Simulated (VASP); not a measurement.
Here is a VASP 6.6.1 calculation.

File INCAR:

```
SYSTEM = Be
  PREC = Accurate
  ENCUT = 520
  EDIFF = 1E-8
  ISMEAR = -1
  SIGMA = 0.15
  LREAL = .FALSE.
  LASPH = .TRUE.
  NELM = 60
  ALGO = Normal
  ISIF = 2
  LWAVE = .FALSE.
  LCHARG = .TRUE.
  GGA = PS
  NBANDS = 9
  IBRION = 8
  NSW = 1
```

Contents of KPOINTS:

```
Automatic mesh
0
G
  21 21 12
  0 0 0
```

The input POSCAR:

```
Be
1.0
    2.2560263259      0.0000000000      0.0000000000
   -1.1280131629      1.9537761099      0.0000000000
    0.0000000000      0.0000000000      3.5564376303
Be
2
Direct
    0.3333333333      0.6666666667      0.2500000000
    0.6666666667      0.3333333333      0.7500000000
```

Potentials or basis: VASP PAW PBE potentials, release 64 (Be).

Command:

```sh
$ cat potpaw_PBE.64/Be/POTCAR > POTCAR
$ mpirun -np 1 vasp_std > vasp.out
```

(1) Estimate the highest phonon frequency at Γ.

Results:

(1) 705 cm⁻¹.
